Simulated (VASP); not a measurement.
# KNbAl4 (F-43m) in VASP: single point with PBE

Aim: the single point of KNbAl4 with PBE.

Program: VASP 6.6.1. These are calculated values, not measurements. Logs are shortened: lines on timing, memory, paths and dates and some standing lists are left out, and cuts for length are marked.

### Step 1. The cell of the first run

Symmetry: F-43m, No. 216, cubic system. The conventional cell has a = 7.730 Å, b = 7.730 Å, c = 7.730 Å, α = 90.00°, β = 90.00°, γ = 90.00°. Within 4.2 Å of K (site symmetry -43m) lie 12 Al at 3.21 Å and 4 Nb at 3.35 Å. Within 3.6 Å of Al (site symmetry 3m) lie 6 Al at 2.72 to 2.75 Å and 3 Nb at 3.20 Å and 3 K at 3.21 Å. Nb (site symmetry -43m) has 12 Al at 3.20 Å and 4 K at 3.35 Å within 4.2 Å.

The cell was built from a structure type or drawn by symmetry, and may not be a known phase.

### Step 2. Single point, PBE, collinear spin

Contents of INCAR:

```
SYSTEM = KNbAl4
PREC = Accurate
ENCUT = 520
EDIFF = 1E-6
ISMEAR = 0
SIGMA = 0.1
LREAL = .False.
LASPH = .True.
NELM = 150
ALGO = Fast
ISIF = 2
LWAVE = .False.
LCHARG = .False.
ISPIN = 2
MAGMOM = 0 0 0 0 0 1.13
LORBIT = 11
LMAXMIX = 4
GGA = PE
NBANDS = 30
```

Contents of KPOINTS:

```
regular mesh
0
Gamma
  8 8 8
  0 0 0
```

Contents of POSCAR:

```
KNbAl4
1.0
    0.0000000000      3.8652463758      3.8652463758
    3.8652463758      0.0000000000      3.8652463758
    3.8652463758      3.8652463758      0.0000000000
K Al Nb
1 4 1
Direct
    0.7500000000      0.7500000000      0.7500000000
    0.3743034590      0.3743034590      0.3743034590
    0.8770896229      0.3743034590      0.3743034590
    0.3743034590      0.3743034590      0.8770896229
    0.3743034590      0.8770896229      0.3743034590
    0.0000000000      0.0000000000      0.0000000000
```

Potentials or basis: VASP PAW PBE potentials, release 64 (K_sv, Al, Nb_sv).

Run with:

```bash
> cat potpaw_PBE.64/K_sv/POTCAR potpaw_PBE.64/Al/POTCAR potpaw_PBE.64/Nb_sv/POTCAR > POTCAR
> mpirun -np 1 vasp_std > vasp.out
```

OUTCAR:

```text
SYSTEM = KNbAl4
   PREC = Accurate
   ENCUT = 520
   EDIFF = 1E-6
   ISMEAR = 0
   LREAL = .False.
   LASPH = .True.
   NELM = 150
   ISIF = 2
   ISPIN = 2
   LORBIT = 11
   GGA = PE

 ion  position               nearest neighbor table
   1  0.750  0.750  0.750-   4 3.21   5 3.21   3 3.21   4 3.21   3 3.21   5 3.21   2 3.21   2 3.21
                             2 3.21   3 3.21   4 3.21   5 3.21   6 3.35   6 3.35   6 3.35   6 3.35
   2  0.374  0.374  0.374-   3 2.72   4 2.72   5 2.72   3 2.75   5 2.75   4 2.75   6 3.20   6 3.20
                             6 3.20   1 3.21   1 3.21   1 3.21
   3  0.877  0.374  0.374-   2 2.72   4 2.72   5 2.72   5 2.75   4 2.75   2 2.75   6 3.20   6 3.20
                             6 3.20   1 3.21   1 3.21   1 3.21
   4  0.374  0.374  0.877-   2 2.72   3 2.72   5 2.72   5 2.75   3 2.75   2 2.75   6 3.20   6 3.20
                             6 3.20   1 3.21   1 3.21   1 3.21
   5  0.374  0.877  0.374-   2 2.72   3 2.72   4 2.72   3 2.75   4 2.75   2 2.75   6 3.20   6 3.20
                             6 3.20   1 3.21   1 3.21   1 3.21
   6  0.000  0.000  0.000-   4 3.20   3 3.20   5 3.20   2 3.20   2 3.20   2 3.20   3 3.20   5 3.20
                             4 3.20   3 3.20   4 3.20   5 3.20   1 3.35   1 3.35   1 3.35   1 3.35

  LATTYP: Found a face centered cubic cell.
 ALAT       =     7.7304927516

  Lattice vectors:

 A1 = (   0.0000000000,   3.8652463758,   3.8652463758)
 A2 = (   3.8652463758,   0.0000000000,   3.8652463758)
 A3 = (   3.8652463758,   3.8652463758,   0.0000000000)

Analysis of symmetry for initial positions (statically):
=====================================================================
 Subroutine PRICEL returns:
 Original cell was already a primitive cell.

 Routine SETGRP: Setting up the symmetry group for a
 face centered cubic supercell.

 Subroutine GETGRP returns: Found 24 space group operations
 (whereof 24 operations were pure point group operations)
 out of a pool of 48 trial point group operations.

The static configuration has the point symmetry T_d .

Analysis of symmetry for dynamics (positions and initial velocities):
=====================================================================
 Subroutine PRICEL returns:
 Original cell was already a primitive cell.

 Routine SETGRP: Setting up the symmetry group for a
 face centered cubic supercell.

 Subroutine GETGRP returns: Found 24 space group operations
 (whereof 24 operations were pure point group operations)
 out of a pool of 48 trial point group operations.

The dynamic configuration has the point symmetry T_d .

Analysis of structural, dynamic, and magnetic symmetry:
=====================================================================
 Subroutine PRICEL returns:
[... 160 lines left out ...]
  ---------------------------------------------------
  ext. energy  EPLUGINS =         0.00000000
  ---------------------------------------------------
  free energy    TOTEN  =       -24.74009801 eV

  energy without entropy =      -24.71906945  energy(sigma->0) =      -24.72958373

 E-fermi :   6.3899     XC(G=0): -10.1264

 val. band max:        6.3890929252   @ k =  -0.3750   0.2500   0.1250
 cond. band min:       6.4058801078   @ k =  -0.2500   0.3750   0.1250
 fundamental gap:      0.0167871827
 Fermi energy:         6.3899326531

 spin component 1

 k-point     1 :       0.0000    0.0000    0.0000
  band No.  band energies     occupation
      1     -48.9519      1.00000
      2     -25.0283      1.00000
      3     -25.0283      1.00000
      4     -25.0283      1.00000
      5     -23.3020      1.00000
      6      -7.0242      1.00000
[... 757 lines left out ...]
     28      12.7279      0.00000
     29      13.0152      0.00000

 [... further k-points ...]

 spin component 2

 k-point     1 :       0.0000    0.0000    0.0000
  band No.  band energies     occupation
      1     -48.2935      1.00000
      2     -24.2727      1.00000
      3     -24.2727      1.00000
      4     -24.2727      1.00000
      5     -23.2660      1.00000
      6      -6.9846      1.00000
[... 757 lines left out ...]
     28      12.8912      0.00000
     29      13.2324      0.00000

 [... further k-points ...]

 [bands above 29 left out]

------------------------ aborting loop because EDIFF is reached ----------------------------------------

  FORCE on cell =-STRESS in cart. coord.  units (eV):
  Direction    XX          YY          ZZ          XY          YZ          ZX
  --------------------------------------------------------------------------------------
  -------------------------------------------------------------------------------------
  Total        0.0270679      0.0270679      0.0270679      0.0000000      0.0000000      0.0000000
  in kB        0.3754948      0.3754948      0.3754948      0.0000000      0.0000000      0.0000000
  external PRESSURE =       0.3754948 kB  Pullay stress =       0.0000000 kB

 VOLUME and BASIS-vectors are now :
 -----------------------------------------------------------------------------
  energy-cutoff  :      520.00
  volume of cell :      115.49
      direct lattice vectors                 reciprocal lattice vectors
     0.000000000  3.865246376  3.865246376    -0.129357860  0.129357860  0.129357860
     3.865246376  0.000000000  3.865246376     0.129357860 -0.129357860  0.129357860
     3.865246376  3.865246376  0.000000000     0.129357860  0.129357860 -0.129357860

 POSITION                                       TOTAL-FORCE (eV/Angst)
 -----------------------------------------------------------------------------------
      5.79787      5.79787      5.79787         0.000000      0.000000      0.000000
      2.89355      2.89355      2.89355        -0.001511     -0.001511     -0.001511
      2.89355      4.83694      4.83694        -0.001511      0.001511      0.001511
      4.83694      4.83694      2.89355         0.001511      0.001511     -0.001511
      4.83694      2.89355      4.83694         0.001511     -0.001511      0.001511
      0.00000      0.00000      0.00000         0.000000      0.000000      0.000000
 -----------------------------------------------------------------------------------
    total drift:                               -0.000000     -0.000000      0.000000

  FREE ENERGIE OF THE ION-ELECTRON SYSTEM (eV)
  ---------------------------------------------------
  free  energy   TOTEN  =       -24.7400980107 eV

  energy  without entropy=      -24.7190694459  energy(sigma->0) =      -24.72958373

 total charge

# of ion       s       p       d       tot
------------------------------------------
    1        1.988   5.598   0.109   7.695
    2        0.424   0.371   0.000   0.795
    3        0.424   0.371   0.000   0.795
    4        0.424   0.371   0.000   0.795
    5        0.424   0.371   0.000   0.795
    6        2.134   5.948   2.407  10.489
--------------------------------------------------
tot          5.817  13.030   2.516  21.363

 magnetization (x)

# of ion       s       p       d       tot
------------------------------------------
    1        0.002   0.017   0.013   0.032
    2       -0.007  -0.002   0.000  -0.008
    3       -0.007  -0.002   0.000  -0.008
    4       -0.007  -0.002   0.000  -0.008
    5       -0.007  -0.002   0.000  -0.008
    6        0.013   0.018   0.953   0.984
--------------------------------------------------
tot         -0.012   0.028   0.966   0.982
```

OSZICAR:

```text
N       E                     dE             d eps       ncg     rms          rms(c)
DAV:   1     0.200471929464E+03    0.20047E+03   -0.14454E+04  3480   0.996E+02
DAV:   2    -0.116439462482E+02   -0.21212E+03   -0.20286E+03  4362   0.299E+02
DAV:   3    -0.259489361075E+02   -0.14305E+02   -0.14025E+02  6014   0.595E+01
[... 33 lines left out ...]
RMM:  37    -0.247400943675E+02   -0.10959E-05   -0.13159E-05  3327   0.155E-02    0.462E-03
RMM:  38    -0.247400954157E+02   -0.10482E-05   -0.12757E-05  3188   0.150E-02    0.488E-03
RMM:  39    -0.247400963323E+02   -0.91660E-06   -0.11317E-05  3190   0.145E-02    0.494E-03
RMM:  40    -0.247400972347E+02   -0.90241E-06   -0.11156E-05  3150   0.141E-02    0.511E-03
RMM:  41    -0.247400980107E+02   -0.77602E-06   -0.98932E-06  3058   0.136E-02
   1 F= -.24740098E+02 E0= -.24729584E+02  d E =-.210286E-01  mag=     1.5592
```

stdout:

```text
POSCAR found type information on POSCAR K AlNb
 POSCAR found :  3 types and       6 ions
 scaLAPACK will be used
 LDA part: xc-table for (Slater+PW92), standard interpolation
 POSCAR, INCAR and KPOINTS ok, starting setup
 FFT: planning ... GRIDC
 FFT: planning ... GRID_SOFT
 FFT: planning ... GRID
 WAVECAR not read
 entering main loop
WARNING in EDDRMM: call to ZHEGV failed, returncode =   6  3     28
WARNING in EDDRMM: call to ZHEGV failed, returncode =   6  3     23
WARNING in EDDRMM: call to ZHEGV failed, returncode =   6  3     11
WARNING in EDDRMM: call to ZHEGV failed, returncode =   6  3      9
WARNING in EDDRMM: call to ZHEGV failed, returncode =   6  3     12
WARNING in EDDRMM: call to ZHEGV failed, returncode =   6  3     26
```

It took 20 min on 1 thread of Intel Xeon 8259CL, shared host; peak memory 0.42 GiB.

Results:

* Free energy: -24.7401 eV
* Pressure: 0.0 GPa
* Net moment: 1.56 μB per cell
* Site moments: K +0.03; Al -0.01; Nb +0.98 μB
* Valence electrons inside the program's atomic spheres: K 7.70; Al 0.80; Nb 10.49

Forces in eV/Å, atoms in the order of the input:
```
K    0.000  0.000  0.000
Al  -0.002 -0.002 -0.002
Al  -0.002  0.002  0.002
Al   0.002  0.002 -0.002
Al   0.002 -0.002  0.002
Nb   0.000  0.000  0.000
```

Levels at points of the mesh, in eV from the Fermi level:
Spin up:
```csv
k point,band 16,band 17,band 18,band 19,band 20,band 21
"(0.00, 0.00, 0.00)",-1.96,-1.88,-1.88,0.77,1.87,1.87
"(0.50, 0.00, 0.00)",-0.42,-0.26,-0.26,1.80,1.80,2.07
"(0.50, 0.50, 0.00)",-0.34,-0.34,-0.07,0.77,1.80,2.32
```
Spin down:
| k point | band 12 | band 13 | band 14 | band 15 | band 16 | band 17 | band 18 | band 19 | band 20 | band 21 |
| --- | --- | --- | --- | --- | --- | --- | --- | --- | --- | --- |
| (0.00, 0.00, 0.00) | -2.34 | -2.34 | -1.87 | -1.87 | -1.87 | -1.53 | -1.53 | 1.21 | 2.66 | 2.66 |
| (0.50, 0.00, 0.00) | -3.38 | -3.14 | -1.36 | -1.36 | 0.39 | 0.41 | 0.41 | 2.24 | 2.26 | 2.26 |
| (0.50, 0.50, 0.00) | -3.50 | -3.02 | -2.41 | -0.40 | 0.42 | 0.50 | 0.50 | 1.30 | 1.84 | 2.43 |
